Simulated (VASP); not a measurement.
# TiB18N18 (a cell with a defect) (Ti interstitial hop between voids) in VASP: further runs, part 2 of 2

VASP 6.6.1.

## 3. Single point, PBE

INCAR reads:

```
PREC     = Accurate       # precision mode
ENCUT    = 520            # plane-wave cutoff, eV
EDIFF    = 1E-6           # SCF threshold, eV
ISMEAR   = -1             # smearing method
SIGMA    = 0.01           # smearing width, eV
LREAL    = Auto         
LASPH    = T              # aspherical terms in the spheres
NELM     = 120            # most SCF steps
ALGO     = Normal         # electronic algorithm
ISIF     = 2              # what is computed and relaxed
LWAVE    = F              # write WAVECAR
LCHARG   = T              # write CHGCAR
GGA      = PE             # functional
LELF     = T              # ELF
LVHAR    = T            
NBANDS   = 102            # bands
GGA_COMPAT= F
```

KPOINTS reads:

```
Automatic mesh
0
Gamma
  1 1 1
```

POSCAR reads:

```
TiB18N18
1.0
    7.4650312800      0.0000000000      0.0000000000
   -3.7325156400      6.4649067300      0.0000000000
    0.0000000000      0.0000000000      6.4954828800
B N Ti
18 18 1
Direct
    0.1077470656      0.2205915365      0.2331043863
    0.2206451450      0.1075026801      0.7680099383
    0.1104515107      0.5564228093      0.2436201069
    0.2206769487      0.4460390044      0.7682325419
    0.1104585506      0.8874917157      0.2436664091
    0.2210892805      0.7769883649      0.7583364785
    0.4462677834      0.2206202999      0.2329114959
    0.5564774827      0.1102250097      0.7576784371
    0.4463069829      0.5591682608      0.2332987282
    0.5592114591      0.4460721043      0.7679658992
    0.4458650919      0.8896712263      0.2429955054
    0.5564846826      0.7791562860      0.7577052130
    0.7772266252      0.2210422500      0.2428702716
    0.8875471629      0.1102275378      0.7576063283
    0.7793815833      0.5564272367      0.2435124205
    0.8897314222      0.4456417035      0.7580749431
    0.7772338719      0.8896681144      0.2429998153
    0.8897299194      0.7769938640      0.7581057655
    0.1114621943      0.2221869587      0.7736650759
    0.2224048013      0.1113962085      0.2274919793
    0.1097626762      0.5569682817      0.7597933252
    0.2224327545      0.4444637090      0.2277027308
    0.1097450017      0.8856624909      0.7598498747
    0.2223218877      0.7778849961      0.2468618406
    0.4445144964      0.2222027773      0.7735650300
    0.5572037396      0.1097056152      0.2412973606
    0.4445250437      0.5552398549      0.7736954100
    0.5554706017      0.4444789678      0.2274847879
    0.4446340536      0.8887660702      0.7547483945
    0.5572207479      0.7810051215      0.2414701163
    0.7779469800      0.2220942818      0.7544275812
    0.8859067978      0.1096955510      0.2413882415
    0.7810500596      0.5569818327      0.7595273917
    0.8889960851      0.4445792902      0.2465633671
    0.7779530817      0.8887659332      0.7544582571
    0.8889953630      0.7778904815      0.2467772502
    0.3334832262      0.3333158227      0.5005943629
```

Potentials or basis: VASP PAW PBE potentials, release 64 (B, N, Ti_sv).

On the command line:

```console
$ cat potpaw_PBE.64/B/POTCAR potpaw_PBE.64/N/POTCAR potpaw_PBE.64/Ti_sv/POTCAR > POTCAR
$ mpirun -np 1 vasp_gam > vasp.out
```

Run time: 41 s. Hardware: 1 thread of Intel Xeon 6975P-C (Granite Rapids), shared host; peak memory 0.35 GiB.

The run converged. Its results:

* Free energy: -316.8294 eV
* Pressure: 13.9 GPa
* Largest force: 0.026 eV/Å
* Band gap on the k mesh: 0.47 eV

Forces in eV/Å, atoms in the order of the input:
```
B   -0.016 -0.007 -0.014
B   -0.001 -0.015  0.015
B   -0.001  0.004 -0.006
B   -0.018  0.011  0.015
B    0.000 -0.005 -0.007
B    0.005  0.002 -0.003
B    0.018 -0.011 -0.014
B    0.005 -0.001  0.005
B   -0.001  0.015 -0.017
B    0.012  0.008  0.015
B   -0.004 -0.001  0.004
B   -0.001  0.006  0.004
B   -0.001  0.003  0.004
B   -0.003 -0.002  0.005
B    0.008  0.003 -0.004
B    0.003 -0.007 -0.002
B    0.005 -0.001  0.004
B   -0.007  0.004  0.000
N   -0.016 -0.012  0.004
N    0.001 -0.019 -0.005
N   -0.002 -0.001 -0.009
N   -0.019  0.010 -0.006
N    0.000  0.001 -0.011
N    0.004  0.003 -0.005
N    0.020 -0.011  0.004
N   -0.002 -0.002  0.009
N    0.002  0.021  0.005
N    0.017  0.008 -0.003
N   -0.006 -0.001 -0.001
N   -0.001  0.000  0.010
N   -0.002  0.004  0.003
N    0.001 -0.001  0.008
N    0.000 -0.002 -0.008
N    0.000 -0.005 -0.002
N    0.003 -0.002  0.002
N   -0.004  0.002 -0.003
Ti   0.002  0.003  0.004
```

Stress tensor (GPa, compression positive):
```
16.27  0.00  0.01
 0.00 16.27  0.00
 0.01  0.00  9.22
```

Levels at points of the mesh, in eV from the valence-band top:
```tsv
k point	band 74	band 75	band 76	band 77	band 78	band 79	band 80	band 81	band 82	band 83
(0.00, 0.00, 0.00)	-3.02	-2.93	-2.92	0.00	0.00	0.47	2.10	2.10	2.17	2.17
```

Caveat: the k points lie up to 0.97 Å⁻¹ apart.

## 4. Single point, PBE

INCAR reads:

```
ALGO = Normal
EDIFF = 1E-6
ENCUT = 520
GGA = PE
GGA_COMPAT = F
ISIF = 2
ISMEAR = -1
LASPH = T
LCHARG = T
LELF = T
LREAL = Auto
LVHAR = T
LWAVE = F
NBANDS = 102
NELM = 120
PREC = Accurate
SIGMA = 0.01
```

KPOINTS reads:

```
k-points
0
Gamma
  1 1 1
```

POSCAR reads:

```
TiB18N18
1.0
    7.4650312800      0.0000000000      0.0000000000
   -3.7325156400      6.4649067300      0.0000000000
    0.0000000000      0.0000000000      6.4954828800
B N Ti
18 18 1
Direct
    0.1111262416      0.2232499339      0.2446692616
    0.2228341857      0.1100376277      0.7585417576
    0.1111234379      0.5546278005      0.2446264626
    0.2206636911      0.4432695041      0.7591612650
    0.1132989118      0.8900259880      0.2440940927
    0.2228429503      0.7786632059      0.7586481392
    0.4443263085      0.2210350527      0.2441898515
    0.5542220183      0.1100366996      0.7585322125
    0.4416786194      0.5541963944      0.2337241169
    0.5537896431      0.4405251489      0.7685825815
    0.4443347155      0.8900312472      0.2441527488
    0.5538280955      0.7791230733      0.7691257282
    0.7797422301      0.2232494698      0.2446597165
    0.8896403925      0.1122517355      0.7591106144
    0.7801321538      0.5541648394      0.2340760538
    0.8896390760      0.4432628528      0.7590339458
    0.7801807459      0.8927771492      0.2346067303
    0.8922926007      0.7790963134      0.7694290159
    0.1110927202      0.2218406328      0.7560788152
    0.2228737175      0.1114546629      0.2472650655
    0.1110872232      0.5551300506      0.7561316211
    0.2198332894      0.4432925516      0.2433666641
    0.1141306875      0.8899984548      0.7598757615
    0.2228838812      0.7781663696      0.2471522179
    0.4428532806      0.2186789476      0.7596917875
    0.5561972600      0.1114610048      0.2473351142
    0.4446118160      0.5552480724      0.7746551092
    0.5562670632      0.4449326371      0.2281879619
    0.4428797513      0.8900145416      0.7598118710
    0.5562906114      0.7780607223      0.2284282828
    0.7777740026      0.2218308879      0.7558528120
    0.8911103505      0.1146100061      0.2434547253
    0.7776848857      0.5552338417      0.7746943673
    0.8910850070      0.4432756913      0.2434111565
    0.7776921336      0.8883515633      0.7749607062
    0.8893570110      0.7780519055      0.2286210321
    0.6669442723      0.6666216823      0.5015987356
```

On the command line:

```console
$ cat potpaw_PBE.64/B/POTCAR potpaw_PBE.64/N/POTCAR potpaw_PBE.64/Ti_sv/POTCAR > POTCAR
$ mpirun -np 1 vasp_gam > vasp.out
```

Wall time 44 s (1 thread of Intel Xeon 6975P-C (Granite Rapids), shared host); peak memory 0.35 GiB.

It converged, with:

| Item | Value |
| --- | --- |
| Free energy | -316.8297 eV |
| Pressure | 13.9 GPa |
| Largest force | 0.021 eV/Å |
| Band gap on the k mesh | 0.47 eV |

Forces on the atoms (eV/Å):
```
B    0.002  0.001 -0.003
B   -0.001  0.001  0.005
B   -0.001  0.001 -0.002
B    0.001  0.002  0.004
B    0.001 -0.002  0.001
B    0.001  0.000 -0.001
B    0.000  0.000 -0.007
B    0.003 -0.001 -0.001
B   -0.017 -0.012 -0.004
B   -0.002 -0.016  0.010
B    0.000 -0.003 -0.007
B   -0.017  0.010  0.006
B   -0.002  0.003 -0.001
B   -0.001 -0.002  0.001
B    0.018 -0.010 -0.006
B    0.001  0.003  0.006
B    0.002  0.013 -0.012
B    0.015  0.010  0.005
N    0.003 -0.004 -0.007
N   -0.004  0.002  0.004
N   -0.001  0.003 -0.005
N    0.003  0.001 -0.001
N   -0.001 -0.001  0.001
N    0.000 -0.004  0.003
N    0.000  0.009  0.000
N    0.003  0.003  0.004
N   -0.007 -0.008  0.005
N    0.001 -0.012 -0.008
N    0.003 -0.002  0.004
N   -0.010  0.007 -0.006
N   -0.004 -0.003 -0.001
N    0.000 -0.007  0.002
N    0.008 -0.008  0.008
N   -0.004  0.002 -0.002
N    0.000  0.012  0.010
N    0.008  0.004 -0.008
Ti   0.000  0.007  0.003
```

Stress tensor (GPa, compression positive):
```
16.28  0.00  0.00
 0.00 16.28 -0.01
 0.00 -0.01  9.19
```

Levels at points of the mesh, in eV from the valence-band top:
```
           k point  band 75  band 76  band 77  band 78  band 79  band 80  band 81  band 82
(0.00, 0.00, 0.00)    -2.93    -2.92    -0.01     0.00     0.47     2.09     2.10     2.17
```

Caveat: the k points lie up to 0.97 Å⁻¹ apart.
